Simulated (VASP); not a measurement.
# BN (P6_3mc) in VASP: a series of runs

BN is run at these levels: PBEsol; tasks: single point.

All numbers are computed with VASP 6.6.1; they aren't measurements. Logs are shortened: lines on timing, memory, paths and dates and some standing lists are left out, and cuts for length are marked.

## 1. The cell of the first run

It takes space group P6_3mc (No. 186, hexagonal). Conventional cell: a = 2.520 Å, b = 2.520 Å, c = 4.169 Å, α = 90.00°, β = 90.00°, γ = 120.00°. Within 2.1 Å of N (site symmetry 3m) lie 4 B at 1.55 to 1.56 Å. Within 2.1 Å of B (site symmetry 3m) lie 4 N at 1.55 to 1.56 Å.

## 2. Single point, PBEsol

INCAR

```
PREC = Accurate
ENCUT = 520
EDIFF = 1E-7
ISMEAR = -1
SIGMA = 0.05
LREAL = F
LASPH = T
NELM = 80
ALGO = Normal
ISIF = 2
LWAVE = F
LCHARG = F
GGA = PS
NBANDS = 16
```

KPOINTS

```
Automatic mesh
0
Gamma
  12 12 6
```

POSCAR

```
BN
1.0
    2.5200503772      0.0000000000      0.0000000000
   -1.2600251886      2.1824276454      0.0000000000
    0.0000000000      0.0000000000      4.1692228329
N B
2 2
Direct
    0.3333333333      0.6666666667      0.1253447574
    0.6666666667      0.3333333333      0.6253447574
    0.3333333333      0.6666666667      0.4996552426
    0.6666666667      0.3333333333      0.9996552426
```

Potentials or basis: VASP PAW PBE potentials, release 64 (N, B).

Command:

```sh
$ cat potpaw_PBE.64/N/POTCAR potpaw_PBE.64/B/POTCAR > POTCAR
$ mpirun -np 1 vasp_std > vasp.out
```

OUTCAR:

```text
PREC = Accurate
   ENCUT = 520
   EDIFF = 1E-7
   ISMEAR = -1
   LREAL = F
   LASPH = T
   NELM = 80
   ISIF = 2
   GGA = PS

 ion  position               nearest neighbor table
   1  0.333  0.667  0.125-   4 1.55   4 1.55   4 1.55   3 1.56
   2  0.667  0.333  0.625-   3 1.55   3 1.55   3 1.55   4 1.56
   3  0.333  0.667  0.500-   2 1.55   2 1.55   2 1.55   1 1.56
   4  0.667  0.333  1.000-   1 1.55   1 1.55   1 1.55   2 1.56

  LATTYP: Found a hexagonal cell.
 ALAT       =     2.5200503772
 C/A-ratio  =     1.6544204317

  Lattice vectors:

 A1 = (   2.5200503772,   0.0000000000,   0.0000000000)
 A2 = (  -1.2600251886,   2.1824276454,   0.0000000000)
 A3 = (   0.0000000000,   0.0000000000,   4.1692228329)

Analysis of symmetry for initial positions (statically):
=====================================================================
 Subroutine PRICEL returns:
 Original cell was already a primitive cell.

 Routine SETGRP: Setting up the symmetry group for a
 hexagonal supercell.

 Subroutine GETGRP returns: Found 12 space group operations
 (whereof  6 operations were pure point group operations)
 out of a pool of 24 trial point group operations.

The static configuration has the point symmetry C_3v.
 The point group associated with its full space group is C_6v.

Analysis of symmetry for dynamics (positions and initial velocities):
=====================================================================
 Subroutine PRICEL returns:
 Original cell was already a primitive cell.

 Routine SETGRP: Setting up the symmetry group for a
 hexagonal supercell.

 Subroutine GETGRP returns: Found 12 space group operations
 (whereof  6 operations were pure point group operations)
 out of a pool of 24 trial point group operations.

The dynamic configuration has the point symmetry C_3v.
 The point group associated with its full space group is C_6v.

 Subroutine INISYM returns: Found 12 space group operations
 (whereof  6 operations are pure point group operations),
 and found     1 'primitive' translations

----------------------------------------------------------------------------------------

                                     Primitive cell

  volume of cell :      22.9300

  direct lattice vectors                    reciprocal lattice vectors
     2.520050377  0.000000000  0.000000000     0.396817464  0.229102670  0.000000000
    -1.260025189  2.182427645  0.000000000     0.000000000  0.458205339  0.000000000
     0.000000000  0.000000000  4.169222833     0.000000000  0.000000000  0.239852855

  length of vectors
     2.520050377  2.520050377  4.169222833     0.458205339  0.458205339  0.239852855

  position of ions in fractional coordinates (direct lattice)
     0.333333333  0.666666667  0.125344757
     0.666666667  0.333333333  0.625344757
     0.333333333  0.666666667  0.499655243
     0.666666667  0.333333333  0.999655243

  ion indices of the primitive-cell ions
   primitive index   ion index
                 1           1
                 2           2
                 3           3
                 4           4

----------------------------------------------------------------------------------------

 KPOINTS: Automatic mesh

Automatic generation of k-mesh.
 Grid dimensions read from file:
 generate k-points for:   12   12    6

 Generating k-lattice:

  Cartesian coordinates                     Fractional coordinates (reciprocal lattice)
     0.033068122  0.019091889  0.000000000     0.083333333  0.000000000  0.000000000
     0.000000000  0.038183778  0.000000000     0.000000000  0.083333333  0.000000000
     0.000000000  0.000000000  0.039975476     0.000000000  0.000000000  0.166666667

  Length of vectors
     0.038183778  0.038183778  0.039975476

  Shift w.r.t. Gamma in fractional coordinates (k-lattice)
     0.000000000  0.000000000  0.000000000

 Subroutine IBZKPT returns following result:
 ===========================================

 Found     76 irreducible k-points:

 Following reciprocal coordinates:
            Coordinates               Weight
  0.000000  0.000000  0.000000      1.000000
  0.083333 -0.000000  0.000000      6.000000
  0.166667 -0.000000  0.000000      6.000000
  0.250000 -0.000000  0.000000      6.000000
  0.333333  0.000000  0.000000      6.000000
  0.416667  0.000000  0.000000      6.000000
[... 16 lines left out ...]
  0.250000 -0.000000  0.166667     12.000000
  0.333333  0.000000  0.166667     12.000000
 [... further k-points ...]
   k-points           NKPTS =     76   k-points in BZ     NKDIM =     76   number of bands    NBANDS=     16
   number of dos      NEDOS =    301   number of ions     NIONS =      4
   total plane-waves  NPLWV =  12800
   dimension x,y,z NGX =    20 NGY =   20 NGZ =   32
   dimension x,y,z NGXF=    40 NGYF=   40 NGZF=   64
   ions per type =               2   2
   NGX,Y,Z   is equivalent  to a cutoff of  13.19, 13.19, 12.76 a.u.
   NGXF,Y,Z  is equivalent  to a cutoff of  26.39, 26.39, 25.52 a.u.
 SYSTEM =  unknown system
   PREC   = accura    normal or accurate (medium, high low for compatibility)
   ISTART =      0    job   : 0-new  1-cont  2-samecut
   ICHARG =      2    charge: 1-file 2-atom 10-const
   ISPIN  =      1    spin polarized calculation?
   LNONCOLLINEAR =      F non collinear calculations
   LSORBIT =      F    spin-orbit coupling
   LASPH  =      T    aspherical Exc in radial PAW
   ENCUT  =  520.0 eV  38.22 Ry    6.18 a.u.   4.69  4.69  7.75*2*pi/ulx,y,z
   NELM   =     80;   NELMIN=  2; NELMDL= -5     # of ELM steps
   EDIFF  = 0.1E-06   stopping-criterion for ELM
   LREAL  =      F    real-space projection
   EDIFFG = 0.1E-05   stopping-criterion for IOM
   NSW    =      0    number of steps for IOM
   IBRION =     -1    ionic relax: 0-MD 1-quasi-New 2-CG
   NFREE  =      0    steps in history (QN), initial steepest desc. (CG)
   ISIF   =      2    stress and relaxation
   ISYM   =      2    0-nonsym 1-usesym 2-fastsym
   POTIM  = 0.5000    time-step for ionic-motion
   TEBEG  =    0.0;   TEEND  =   0.0 temperature during run
   PSTRESS=    0.0 pullay stress
   NELECT =      16.0000    total number of electrons
   NUPDOWN=      -1.0000    fix difference up-down
   EMIN   =  10.00;   EMAX   =-10.00  energy-range for DOS
   EFERMI =   0.00;   METHOD = LEGACY
   ISMEAR =    -1;   SIGMA  =   0.05  broadening in eV -4-tet -1-fermi 0-gaus
   EFERMI_NEDOS =   21; number of points for ismear=-14 and -15
   IALGO  =     38    algorithm
   IMIX   =      4    mixing-type and parameters
     AMIX     =   0.40;   BMIX     =  1.00
     AMIX_MAG =   1.60;   BMIX_MAG =  1.00
  volume/ion in A,a.u.               =       5.73        38.68
  Fermi-wavevector in a.u.,A,eV,Ry     =   1.452045  2.743967 28.686998  2.108435
  Thomas-Fermi vector in A             =   2.569472
   LORBIT       =      0    0 simple, 1 ext, 2 COOP (PROOUT), +10 PAW based schemes
   GGA     = PS    functional components
   LHFCALC =     F    Hartree Fock is set to
   AEXX    =    0.0000 exact exchange contribution
   IVDW    =     0    specifies the selected vdW correction
   LEPSILON=     F    determine dielectric tensor
   LRPA    =     F    only Hartree local field effects (RPA)
 non-spin polarized calculation
  energy-cutoff  :      520.00
  volume of cell :       22.93
 maximum number of plane-waves:       640
 NGX is ok and might be reduce to    20
   NGX =  9   NGY =  9   NGZ = 15

 number of electron      15.9999999 magnetization

 Free energy of the ion-electron system (eV)
  ---------------------------------------------------
  ext. energy  EPLUGINS =         0.00000000
  ---------------------------------------------------
  free energy    TOTEN  =       -36.60492522 eV

  energy without entropy =      -36.60492522  energy(sigma->0) =      -36.60492522

 E-fermi :   8.9132     XC(G=0): -13.1536

 val. band max:        7.9067379837   @ k =   0.0000   0.0000   0.0000
 cond. band min:      12.7997990683   @ k =   0.3333   0.3333   0.0000
 fundamental gap:      4.8930610845
 Fermi energy:         8.9131775468

 k-point     1 :       0.0000    0.0000    0.0000
  band No.  band energies     occupation
      1     -12.8819      2.00000
      2      -8.5375      2.00000
      3      -3.4038      2.00000
      4       5.7039      2.00000
      5       5.7039      2.00000
      6       7.6045      2.00000
[... 8 lines left out ...]
     15      19.9830      0.00000
     16      24.3571      0.00000

 k-point     2 :       0.0833   -0.0000    0.0000
  band No.  band energies     occupation
      1     -12.7261      2.00000
      2      -8.4166      2.00000
      3      -3.2500      2.00000
      4       4.9930      2.00000
      5       5.4074      2.00000
      6       7.3205      2.00000
[... 8 lines left out ...]
     15      20.4421      0.00000
     16      24.1059      0.00000

 k-point     3 :       0.1667   -0.0000    0.0000
  band No.  band energies     occupation
      1     -12.2634      2.00000
      2      -8.0705      2.00000
      3      -2.7945      2.00000
      4       3.2811      2.00000
      5       4.7145      2.00000
      6       5.8805      2.00000
[... 8 lines left out ...]
     15      21.6345      0.00000
     16      23.3536      0.00000

 k-point     4 :       0.2500   -0.0000    0.0000
  band No.  band energies     occupation
      1     -11.5100      2.00000
      2      -7.5617      2.00000
      3      -2.0585      2.00000
      4       1.2501      2.00000
      5       3.9425      2.00000
      6       4.0716      2.00000
[... 8 lines left out ...]
     15      23.1757      0.00000
     16      23.6144      0.00000
[... 324 lines left out ...]
 k-point    22 :       0.1667   -0.0000    0.1667
  band No.  band energies     occupation
      1     -12.0953      2.00000
      2      -8.6422      2.00000
      3      -1.9500      2.00000
      4       3.4292      2.00000
      5       4.8507      2.00000
      6       5.4285      2.00000
[... 8 lines left out ...]
     15      21.3045      0.00000
     16      23.4335      0.00000

 k-point    23 :       0.2500   -0.0000    0.1667
  band No.  band energies     occupation
      1     -11.3468      2.00000
      2      -8.0715      2.00000
      3      -1.3616      2.00000
      4       1.4697      2.00000
      5       3.6209      2.00000
      6       4.0863      2.00000
[... 8 lines left out ...]
     15      22.8246      0.00000
     16      23.7362      0.00000

 k-point    24 :       0.3333    0.0000    0.1667
  band No.  band energies     occupation
      1     -10.3519      2.00000
      2      -7.4527      2.00000
      3      -1.2050      2.00000
      4       0.2877      2.00000
      5       1.7819      2.00000
      6       3.4433      2.00000
[... 8 lines left out ...]
     15      24.2656      0.00000
     16      24.5850      0.00000

 [... further k-points ...]
[... 5 lines left out ...]
  --------------------------------------------------------------------------------------
  -------------------------------------------------------------------------------------
  Total        1.5282164      1.5282164      1.5263143      0.0000000      0.0000000     -0.0000000
  in kB      106.7803265    106.7803265    106.6474264      0.0000000      0.0000000     -0.0000000
  external PRESSURE =     106.7360265 kB  Pullay stress =       0.0000000 kB

 VOLUME and BASIS-vectors are now :
 -----------------------------------------------------------------------------
  energy-cutoff  :      520.00
  volume of cell :       22.93
      direct lattice vectors                 reciprocal lattice vectors
     2.520050377  0.000000000  0.000000000     0.396817464  0.229102670  0.000000000
    -1.260025189  2.182427645  0.000000000     0.000000000  0.458205339  0.000000000
     0.000000000  0.000000000  4.169222833     0.000000000  0.000000000  0.239852855

 POSITION                                       TOTAL-FORCE (eV/Angst)
 -----------------------------------------------------------------------------------
     -0.00000      1.45495      0.52259         0.000000      0.000000      0.006319
      1.26003      0.72748      2.60720        -0.000000      0.000000      0.006319
     -0.00000      1.45495      2.08317        -0.000000      0.000000     -0.006319
      1.26003      0.72748      4.16779        -0.000000      0.000000     -0.006319
 -----------------------------------------------------------------------------------
    total drift:                               -0.000000      0.000000      0.000227

  FREE ENERGIE OF THE ION-ELECTRON SYSTEM (eV)
  ---------------------------------------------------
  free  energy   TOTEN  =       -36.6049252162 eV

  energy  without entropy=      -36.6049252162  energy(sigma->0) =      -36.60492522
```

It took 39 s on 1 thread of Intel Xeon 8259CL, shared host; peak memory 0.15 GiB.

What came out:

- Free energy: -36.6049 eV
- Pressure: 10.7 GPa
- Largest force: 0.006 eV/Å
- Band gap on the k mesh: 4.89 eV, indirect (least direct gap 8.34 eV)

Forces on the atoms (eV/Å):
```
N    0.000  0.000  0.006
N    0.000  0.000  0.006
B    0.000  0.000 -0.006
B    0.000  0.000 -0.006
```

Levels at points of the mesh, in eV from the valence-band top:
```csv
k point,band 5,band 6,band 7,band 8,band 9,band 10,band 11,band 12
"(0.00, 0.00, 0.00)",-2.20,-0.30,0.00,0.00,8.42,8.42,8.71,9.85
"(0.50, 0.00, 0.00)",-7.14,-5.18,-4.65,-2.19,6.66,7.89,10.67,11.65
"(0.00, 0.00, 0.50)",-1.22,-1.22,-1.22,-1.22,9.70,9.70,10.02,10.02
"(0.50, 0.00, 0.50)",-3.92,-3.92,-3.71,-3.71,6.54,6.54,10.13,10.13
```

Caveat: the PAW data sets were made with another functional, which shifts forces and pressure a little.

(Continued in part 2 of 3.)
